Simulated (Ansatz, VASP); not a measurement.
## Li in VASP and in Ansatz

File INCAR:

```
ALGO = Normal
EDIFF = 1E-6
EDIFFG = -0.01
ENCUT = 600
GGA = PE
IBRION = 2
ISIF = 3
ISMEAR = 0
LASPH = True
LCHARG = False
LREAL = False
LWAVE = False
NELM = 100
NSW = 100
PREC = Accurate
SIGMA = 0.1
```

KPOINTS

```
k-points
0
Gamma
  18 18 18
```

Contents of POSCAR:

```
Li
1.0
   -3.7326230900      3.7326230900      1.3465209200
    3.7326230900     -3.7326230900      1.3465209200
    3.7326230900      3.7326230900     -1.3465209200
Li
4
Direct
    0.3750000000      0.6250000000      0.7500000000
    0.8750000000      0.6250000000      0.2500000000
    0.3750000000      0.1250000000      0.7500000000
    0.3750000000      0.6250000000      0.2500000000
```

Input for Ansatz:

```yaml
crystal:
  lattice:
    - [-3.73262309, 3.73262309, 1.34652092]
    - [3.73262309, -3.73262309, 1.34652092]
    - [3.73262309, 3.73262309, -1.34652092]
  atoms:
    - { symbol: Li, position: [0.375, 0.625, 0.75] }
    - { symbol: Li, position: [0.875, 0.625, 0.25] }
    - { symbol: Li, position: [0.375, 0.125, 0.75] }
    - { symbol: Li, position: [0.375, 0.625, 0.25] }
basis:
  ecutwfc: 420
kpoints:
  mp_grid: { grid: [18, 18, 18] }
hamiltonian:
  xc: pbe
scf:
  occupations: { method: gaussian, width: 0.1 }
output:
  forces: true
  stress: true
  eigenvalues: true
  write_density: true
  write_potential: true
  elf: true
  volumetric_format: npy
relax:
  adjacent_minimum: "off"
  f_tol: 0.01
  max_steps: 80
  cell: { stress_tol: 0.05 }
```

Alike in both runs: task relaxation of cell and atoms; functional PBE; k mesh 18 × 18 × 18; occupations gaussian, width 0.1 eV; no spin polarisation.

|  | VASP | Ansatz |
| --- | --- | --- |
| version | VASP 6.6.1 | Ansatz 0.2.0 |
| potentials or method | VASP PAW PBE potentials, release 64 (Li_sv), cutoff 600 eV | scalar-relativistic, plane waves, PAW |
| valence electrons in the cell | 12 | 12 |

VASP gave:

- gap on the k mesh at the Fermi level, each at its own relaxed structure (eV): none
- relaxed volume (Å³/atom): 20.05
- relaxed cell length with the largest relative difference (Å): 5.478

Problem. Estimate Ansatz's values.

Solution. gap on the k mesh at the Fermi level, each at its own relaxed structure (eV): none; relaxed volume (Å³/atom): 20.22; relaxed cell length with the largest relative difference (Å): 5.497.

A gap of «none» marks a metal or a gap that the smearing closes.

Noted on VASP's run: the cutoff is short for stress, so the pressure is rough.
